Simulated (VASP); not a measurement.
A run of VASP 6.6.1 is set up as follows.

Contents of INCAR:

```
PREC = Accurate
ENCUT = 520
EDIFF = 1E-6
ISMEAR = -1
SIGMA = 0.1
LREAL = F
LASPH = T
NELM = 80
ALGO = Normal
ISIF = 2
LWAVE = F
LCHARG = T
GGA = PE
LELF = T
LVHAR = T
NBANDS = 18
```

KPOINTS

```
regular mesh
0
Gamma
  12 12 12
```

Contents of POSCAR:

```
Ag
1.0
    0.0000000000      3.1089356791      3.1089356791
    3.1089356791      0.0000000000      3.1089356791
    3.1089356791      3.1089356791      0.0000000000
Ag
2
Direct
   -0.1250000000     -0.1250000000     -0.1250000000
    0.1250000000      0.1250000000      0.1250000000
```

Potentials or basis: VASP PAW PBE potentials, release 64 (Ag).

The run is started by

```console
$ cat potpaw_PBE.64/Ag/POTCAR > POTCAR
$ mpirun -np 1 vasp_std > vasp.out
```

Predict the pressure.

0.0 GPa.

What does it give for the band gap on the k mesh?

Zero (band 11 reaches 3.07 eV, above the bottom of band 12 at 2.10 eV).
